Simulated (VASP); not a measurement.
# AlH7 (Immm) in VASP: single point with PBE

Aim: the single point of AlH7 with PBE.

Program: VASP 6.6.1. These are calculated values, not measurements. Logs are shortened: lines on timing, memory, paths and dates and some standing lists are left out, and cuts for length are marked.

**1. The cell of the first run**

It takes space group Immm (No. 71, orthorhombic). The conventional cell has a = 4.194 Å, b = 4.210 Å, c = 5.574 Å, α = 90.00°, β = 90.00°, γ = 90.00°. Within 2.5 Å of Al (site symmetry mmm) lie 10 H at 1.92 to 2.04 Å. H (site symmetry -1) has 8 H at 1.58 to 2.10 Å and 2 Al at 2.04 Å within 2.2 Å. Within 1.2 Å of H (site symmetry mm2) lie 1 H at 0.86 Å. Within 1.2 Å of H (site symmetry mmm) lie 2 H at 0.86 Å.

The cell was generated, and may not be a known phase.

**2. Single point, PBE**

File INCAR:

```
ALGO = Normal
EDIFF = 1E-6
ENCUT = 500
GGA = PE
GGA_COMPAT = F
ISIF = 2
ISMEAR = 0
LASPH = T
LCHARG = T
LELF = T
LREAL = F
LVHAR = T
LWAVE = F
NBANDS = 15
NELM = 120
PREC = Accurate
SIGMA = 0.2
```

File KPOINTS:

```
k-points
0
Gamma
  5 5 5
```

File POSCAR:

```
AlH7
1.0
   -2.0968089435      2.1048101451      2.7868242686
    2.0968089435     -2.1048101451      2.7868242686
    2.0968089435      2.1048101451     -2.7868242686
Al H
1 7
Direct
    0.0000000000      0.5000000000      0.5000000000
    0.0000000000      0.0000000000      0.5000000000
    0.5000000000      0.5000000000      0.5000000000
    0.0000000000      0.5000000000      0.0000000000
    0.5000000000      0.0000000000      0.0000000000
    0.3448842671      0.8448842671      0.5000000000
    0.6551157329      0.1551157329      0.5000000000
    0.5000000000      0.0000000000      0.5000000000
```

Potentials or basis: VASP PAW PBE potentials, release 64 (Al, H).

Run with:

```
$ cat potpaw_PBE.64/Al/POTCAR potpaw_PBE.64/H/POTCAR > POTCAR
$ mpirun -np 1 vasp_std > vasp.out
```

OUTCAR:

```text
EDIFF = 1E-6
   ENCUT = 500
   GGA = PE
   ISIF = 2
   ISMEAR = 0
   LASPH = T
   LREAL = F
   NELM = 120
   PREC = Accurate

 ion  position               nearest neighbor table
   1  0.000  0.500  0.500-   6 1.92   7 1.92   4 2.04   5 2.04   2 2.04   3 2.04   4 2.04   2 2.04
                             3 2.04   5 2.04
   2  0.000  0.000  0.500-   1 2.04   1 2.04
   3  0.500  0.500  0.500-   1 2.04   1 2.04
   4  0.000  0.500  0.000-   1 2.04   1 2.04
   5  0.500  0.000  0.000-   1 2.04   1 2.04
   6  0.345  0.845  0.500-   8 0.86   1 1.92
   7  0.655  0.155  0.500-   8 0.86   1 1.92
   8  0.500  0.000  0.500-   6 0.86   7 0.86

  LATTYP: Found a body centered orthorhombic cell.
 ALAT       =     4.1936178870
 B/A-ratio  =     1.0038158944
 C/A-ratio  =     1.3290787781

  Lattice vectors:

 A1 = (  -2.0968089435,   2.1048101451,   2.7868242686)
 A2 = (   2.0968089435,  -2.1048101451,   2.7868242686)
 A3 = (   2.0968089435,   2.1048101451,  -2.7868242686)

Analysis of symmetry for initial positions (statically):
=====================================================================
 Subroutine PRICEL returns:
 Original cell was already a primitive cell.

 Routine SETGRP: Setting up the symmetry group for a
 body centered orthorhombic supercell.

 Subroutine GETGRP returns: Found  8 space group operations
 (whereof  8 operations were pure point group operations)
 out of a pool of  8 trial point group operations.

The static configuration has the point symmetry D_2h.

Analysis of symmetry for dynamics (positions and initial velocities):
=====================================================================
 Subroutine PRICEL returns:
 Original cell was already a primitive cell.

 Routine SETGRP: Setting up the symmetry group for a
 body centered orthorhombic supercell.

 Subroutine GETGRP returns: Found  8 space group operations
 (whereof  8 operations were pure point group operations)
 out of a pool of  8 trial point group operations.

The dynamic configuration has the point symmetry D_2h.

 Subroutine INISYM returns: Found  8 space group operations
 (whereof  8 operations are pure point group operations),
 and found     1 'primitive' translations

----------------------------------------------------------------------------------------

                                     Primitive cell

[... 114 lines left out ...]
   NUPDOWN=      -1.0000    fix difference up-down
   EMIN   =  10.00;   EMAX   =-10.00  energy-range for DOS
   EFERMI =   0.00;   METHOD = LEGACY
   ISMEAR =     0;   SIGMA  =   0.20  broadening in eV -4-tet -1-fermi 0-gaus
   EFERMI_NEDOS =   21; number of points for ismear=-14 and -15
   IALGO  =     38    algorithm
   IMIX   =      4    mixing-type and parameters
     AMIX     =   0.40;   BMIX     =  1.00
     AMIX_MAG =   1.60;   BMIX_MAG =  1.00
  volume/ion in A,a.u.               =       6.15        41.50
  Fermi-wavevector in a.u.,A,eV,Ry     =   0.962560  1.818974 12.606088  0.926521
  Thomas-Fermi vector in A             =   2.092029
   LORBIT       =      0    0 simple, 1 ext, 2 COOP (PROOUT), +10 PAW based schemes
   GGA     = PE    functional components
   LHFCALC =     F    Hartree Fock is set to
   AEXX    =    0.0000 exact exchange contribution
   IVDW    =     0    specifies the selected vdW correction
   LEPSILON=     F    determine dielectric tensor
   LRPA    =     F    only Hartree local field effects (RPA)
 non-spin polarized calculation
 Gauss-broadening in eV      SIGMA  =   0.20
  energy-cutoff  :      500.00
  volume of cell :       49.20
 maximum number of plane-waves:      1266
 NGX is ok and might be reduce to    30
   NGX = 15   NGY = 15   NGZ = 15

 number of electron      10.0000004 magnetization

 Free energy of the ion-electron system (eV)
  ---------------------------------------------------
  ext. energy  EPLUGINS =         0.00000000
  ---------------------------------------------------
  free energy    TOTEN  =       -21.58533347 eV

  energy without entropy =      -21.57704514  energy(sigma->0) =      -21.58118930

 E-fermi :   2.3723     XC(G=0):  -9.2159

 val. band max:        1.9570038728   @ k =   0.2000   0.2000   0.0000
 cond. band min:       2.4504836714   @ k =  -0.2000  -0.2000   0.2000
 fundamental gap:      0.4934797986
 Fermi energy:         2.3723277966

 k-point     1 :       0.0000    0.0000    0.0000
  band No.  band energies     occupation
      1     -10.2554      2.00000
      2      -1.5666      2.00000
      3      -0.7923      2.00000
      4       0.4119      2.00000
      5       0.4684      2.00000
      6       3.5227      0.00000
      7       6.0461      0.00000
      8       6.0854      0.00000
      9       9.1708      0.00000
     10       9.6265      0.00000
     11      10.1442      0.00000
     12      10.2345      0.00000
     13      10.4068      0.00000
     14      10.8664      0.00000
[... 401 lines left out ...]
      2      -3.9810      2.00000
      3      -0.5999      2.00000
      4      -0.5434      2.00000
      5       2.4505      0.58051
      6       3.4155      0.00000
      7       3.9944      0.00000
      8       7.2574      0.00000
      9       8.1067      0.00000
     10       8.1366      0.00000
     11      11.1189      0.00000
     12      11.9315      0.00000
     13      11.9542      0.00000
     14      14.8905      0.00000
     15      15.9733      0.00000

 [... further k-points ...]
[... 5 lines left out ...]
  --------------------------------------------------------------------------------------
  -------------------------------------------------------------------------------------
  Total       -0.1231937     -0.2069068     -0.1039083      0.0000000      0.0000000      0.0000000
  in kB       -4.0119709     -6.7382015     -3.3839138      0.0000000      0.0000000      0.0000000
  external PRESSURE =      -4.7113621 kB  Pullay stress =       0.0000000 kB

 VOLUME and BASIS-vectors are now :
 -----------------------------------------------------------------------------
  energy-cutoff  :      500.00
  volume of cell :       49.20
      direct lattice vectors                 reciprocal lattice vectors
    -2.096808944  2.104810145  2.786824269     0.000000000  0.237551117  0.179415690
     2.096808944 -2.104810145  2.786824269     0.238457586  0.000000000  0.179415690
     2.096808944  2.104810145 -2.786824269     0.238457586  0.237551117  0.000000000

 POSITION                                       TOTAL-FORCE (eV/Angst)
 -----------------------------------------------------------------------------------
      2.09681      0.00000      0.00000        -0.000000      0.000000      0.000000
      1.04840      1.05241     -1.39341        -0.000000      0.000000      0.000000
      1.04840      1.05241      1.39341        -0.000000      0.000000      0.000000
      1.04840     -1.05241      1.39341        -0.000000      0.000000      0.000000
     -1.04840      1.05241      1.39341        -0.000000      0.000000      0.000000
      2.09681      0.00000      1.92226         0.000000     -0.000000      0.016203
      0.00000      2.10481      0.86456        -0.000000     -0.000000     -0.016203
      0.00000      2.10481      0.00000        -0.000000      0.000000      0.000000
 -----------------------------------------------------------------------------------
    total drift:                                0.000000      0.000000     -0.000000

  FREE ENERGIE OF THE ION-ELECTRON SYSTEM (eV)
  ---------------------------------------------------
  free  energy   TOTEN  =       -21.5853334679 eV

  energy  without entropy=      -21.5770451407  energy(sigma->0) =      -21.58118930
```

It took 41 s on 1 thread of Intel Xeon 8259CL, shared host; peak memory 0.14 GiB.

Results:

* Free energy: -21.5853 eV
* Pressure: -0.5 GPa
* Largest force: 0.016 eV/Å
* Band gap on the k mesh: 0.13 eV (least direct gap 0.83 eV)

Forces on the atoms (eV/Å):
```
Al   0.000  0.000  0.000
H    0.000  0.000  0.000
H    0.000  0.000  0.000
H    0.000  0.000  0.000
H    0.000  0.000  0.000
H    0.000  0.000  0.016
H    0.000  0.000 -0.016
H    0.000  0.000  0.000
```

Stress tensor (GPa, compression positive):
```
-0.40  0.00  0.00
 0.00 -0.67  0.00
 0.00  0.00 -0.34
```

Caveat: the smearing spreads over this small gap. A k mesh can miss the band edges.

The gap in the log of VASP goes by the Fermi energy; the results here count the filled bands.